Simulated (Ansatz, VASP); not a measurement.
One calculation of AlN, two programs

Contents of INCAR:

```
SYSTEM = AlN
PREC = Accurate ; ENCUT = 520
EDIFF = 1E-6 ; ISMEAR = 0
SIGMA = 0.05 ; LREAL = .FALSE.
LASPH = .TRUE. ; NELM = 100
ALGO = Normal ; ISIF = 2
LWAVE = .FALSE. ; LCHARG = .TRUE.
GGA = PE ; LELF = .TRUE.
LVHAR = .TRUE. ; NBANDS = 36
```

KPOINTS

```
Automatic mesh
0
G
  8 8 2
  0 0 0
```

The input POSCAR:

```
AlN
1.0
    2.1839935596     -2.1839935596      0.0000000000
    2.1839935596      0.0000000000     -2.1839935596
    9.6019996422      9.6019996422      9.6019996422
Al N
6 6
Direct
    0.6666666667      0.6666666667      0.0568326610
    0.0000000000      0.0000000000      0.8150058336
    0.3333333333      0.3333333333      0.2084672955
    0.6666666667      0.6666666667      0.5117365646
    0.0000000000      0.0000000000      0.3601019301
    0.3333333333      0.3333333333      0.6633711991
    0.6666666667      0.6666666667      0.3980105887
    1.0000000000      1.0000000000      0.2463759542
    0.3333333333      0.3333333333      0.5496452232
    0.6666666667      0.6666666667      0.8529144922
    0.0000000000      0.0000000000      0.7012798577
    0.3333333333      0.3333333333      0.0947413196
```

Input for Ansatz:

```yaml
crystal:
  lattice:
    - [2.1839935596, -2.1839935596, 0.0]
    - [2.1839935596, 0.0, -2.1839935596]
    - [9.6019996422, 9.6019996422, 9.6019996422]
  atoms:
    - { symbol: Al, position: [0.6666666667, 0.6666666667, 0.056832661] }
    - { symbol: Al, position: [0.0, 0.0, 0.8150058336] }
    - { symbol: Al, position: [0.3333333333, 0.3333333333, 0.2084672955] }
    - { symbol: Al, position: [0.6666666667, 0.6666666667, 0.5117365646] }
    - { symbol: Al, position: [0.0, 0.0, 0.3601019301] }
    - { symbol: Al, position: [0.3333333333, 0.3333333333, 0.6633711991] }
    - { symbol: "N", position: [0.6666666667, 0.6666666667, 0.3980105887] }
    - { symbol: "N", position: [1.0, 1.0, 0.2463759542] }
    - { symbol: "N", position: [0.3333333333, 0.3333333333, 0.5496452232] }
    - { symbol: "N", position: [0.6666666667, 0.6666666667, 0.8529144922] }
    - { symbol: "N", position: [0.0, 0.0, 0.7012798577] }
    - { symbol: "N", position: [0.3333333333, 0.3333333333, 0.0947413196] }
basis:
  ecutwfc: 420
kpoints:
  mp_grid: { grid: [8, 8, 2] }
hamiltonian:
  xc: pbe
scf:
  occupations: { method: gaussian, width: 0.05 }
output:
  forces: true
  stress: true
  eigenvalues: true
```

Alike in both runs: task single point; functional PBE; k mesh 8 × 8 × 2; occupations gaussian, width 0.05 eV; no spin polarisation.

```csv
,VASP,Ansatz
version,VASP 6.6.1,Ansatz 0.2.0
potentials or method,"VASP PAW PBE potentials, release 64 (Al, N), cutoff 520 eV","scalar-relativistic, plane waves, PAW"
valence electrons in the cell,48,48
```

VASP gave:

* gap on the k mesh at the Fermi level (eV): none
* pressure (GPa): 2.0
* traceless stress, the component that is largest in VASP (GPa): -1.97
* rms of the force components (eV/Å): 0.600

Estimate Ansatz's values.

gap on the k mesh at the Fermi level (eV): none; pressure (GPa): 2.2; traceless stress, the component that is largest in VASP (GPa): -1.94; rms of the force components (eV/Å): 0.603.

Atom by atom the forces differ by 0.005 eV/Å (rms over components). A gap of «none» marks a metal or a gap that the smearing closes. With one functional, cell and mesh, what is left measures potentials, basis and numerics.
